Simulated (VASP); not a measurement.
Hf2TiTe5:

```
Hf Ti Te
1.0
     3.95000    0.00000    0.00000
    -1.97500    3.42080    0.00000
     0.00000    0.00000   16.00000
Hf Ti Te
2 1 5
Direct
  0.66667 0.33333 0.39500
  0.33333 0.66667 0.00000
  0.00000 0.00000 0.60500
  0.33333 0.66667 0.50000
  0.66667 0.33333 0.71000
  0.00000 0.00000 0.29000
  0.66667 0.33333 0.10800
  0.00000 0.00000 0.89200
```

| Quantity | Value |
| --- | --- |
| Program | VASP 6.6.1 |
| Task | relaxation of cell and atoms |
| Functional | PBE |
| Potentials or basis | VASP PAW PBE potentials, release 64 (Hf_pv, Ti_sv, Te) |
| Cutoff | 600 eV |
| k mesh | 5 × 5 × 1 |
| Occupations | gaussian, width 0.2 eV |
| Spin | no spin polarisation |

At the start: pressure 3.1 GPa; volume 27.02 Å³/atom.

Problem. Where does the relaxation end?

Solution. Over 21 steps the energy falls by 41.3 meV/atom and the volume is 30.22 Å³/atom (+11.8 %); space group P3m1 (No. 156, to 0.05 Å).

The path:
| step | energy change (eV) | largest force (eV/Å) | pressure (GPa) | volume (Å³) |
| --- | --- | --- | --- | --- |
| 1 | 0.0000 | 0.9701 | 3.06 | 216.19 |
| 2 | -0.0889 | 0.9530 | -2.33 | 232.73 |
| 3 | -0.1301 | 0.8514 | -0.56 | 226.55 |
| 4 | -0.1958 | 0.5319 | -0.29 | 226.83 |
| 5 | -0.2393 | 0.2604 | 0.20 | 227.20 |
| 6 | -0.2399 | 0.3191 | 0.28 | 227.25 |
| 7 | -0.2622 | 0.3222 | -0.04 | 229.40 |
| 8 | -0.2801 | 0.4739 | -0.54 | 233.31 |
| 9 | -0.2942 | 0.2859 | 0.05 | 232.64 |
| 10 | -0.2969 | 0.1718 | 0.43 | 232.22 |
| 11 | -0.3034 | 0.1136 | 0.27 | 233.70 |
| 12 | -0.3079 | 0.2025 | 0.00 | 236.25 |
| 13 | -0.3118 | 0.1771 | -0.08 | 237.05 |
| 14 | -0.3186 | 0.1288 | -0.30 | 239.48 |
| 15 | -0.3193 | 0.1642 | -0.39 | 240.53 |
| 16 | -0.3218 | 0.1458 | -0.24 | 240.39 |
| 17 | -0.3246 | 0.1495 | 0.08 | 240.09 |
| 18 | -0.3248 | 0.1601 | 0.18 | 240.00 |
| 19 | -0.3269 | 0.1281 | 0.15 | 240.38 |
| 20 | -0.3296 | 0.0800 | 0.04 | 241.51 |
| 21 | -0.3301 | 0.0483 | -0.03 | 241.77 |

Final structure:
```
Hf Ti Te
1.0
     3.96942    0.00000    0.00000
    -1.98471    3.43762    0.00000
     0.00000    0.00000   17.71800
Hf Ti Te
2 1 5
Direct
  0.66667 0.33333 0.40345
  0.33333 0.66667 0.99815
  0.00000 0.00000 0.60033
  0.33333 0.66667 0.50594
  0.66667 0.33333 0.69018
  0.00000 0.00000 0.30553
  0.66667 0.33333 0.09855
  0.00000 0.00000 0.89786
```

Caveat: the k points lie up to 0.37 Å⁻¹ apart in the final cell; this functional lacks dispersion, which binds the layers, so the pressure and a relaxed spacing across them are unreliable; the relaxation stopped at a loose force limit of 0.08 eV/Å, so its end isn't a converged minimum.
